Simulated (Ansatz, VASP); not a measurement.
## Y in VASP and in Ansatz

Contents of INCAR:

```
  PREC = Accurate
  ENCUT = 500
  EDIFF = 1E-6
  ISMEAR = 0
  SIGMA = 0.1
  LREAL = False
  LASPH = True
  NELM = 120
  ALGO = Normal
  ISIF = 2
  LWAVE = False
  LCHARG = True
  GGA = PE
  LELF = True
  LVHAR = True
  NBANDS = 18
  GGA_COMPAT = False
```

KPOINTS

```
regular mesh
0
Gamma
  18 18 10
```

POSCAR

```
Y
1.0
    3.6474000000      0.0000000000      0.0000000000
   -1.8237000000      3.1587410578      0.0000000000
    0.0000000000      0.0000000000      5.7306000000
Y
2
Direct
    0.3333333333      0.6666666667      0.2500000000
    0.6666666667      0.3333333333      0.7500000000
```

Input for Ansatz:

```yaml
crystal:
  lattice:
    - [3.6474, 0.0, 0.0]
    - [-1.8237, 3.1587410578, 0.0]
    - [0.0, 0.0, 5.7306]
  atoms:
    - { symbol: "Y", position: [0.3333333333, 0.6666666667, 0.25] }
    - { symbol: "Y", position: [0.6666666667, 0.3333333333, 0.75] }
basis:
  ecutwfc: 420
kpoints:
  mp_grid: { grid: [18, 18, 10] }
hamiltonian:
  xc: pbe
scf:
  occupations: { method: gaussian, width: 0.1 }
output:
  forces: true
  stress: true
  eigenvalues: true
  write_density: true
  write_potential: true
  elf: true
  volumetric_format: npy
```

Alike in both runs: task single point; functional PBE; k mesh 18 × 18 × 10; occupations gaussian, width 0.1 eV; no spin polarisation.

```csv
,VASP,Ansatz
version,VASP 6.6.1,Ansatz 0.2.0
potentials or method,"VASP PAW PBE potentials, release 64 (Y_sv), cutoff 500 eV","scalar-relativistic, plane waves, PAW"
valence electrons in the cell,22,22
```

|  | VASP | Ansatz | Ansatz less VASP |
| --- | --- | --- | --- |
| gap on the k mesh at the Fermi level (eV) | none | none | - |
| pressure (GPa) | -0.3 | -0.2 | +0.11 |
| traceless stress, the component that is largest in VASP (GPa) | -0.45 | -0.46 | -0.004 |

A gap of «none» marks a metal or a gap that the smearing closes.
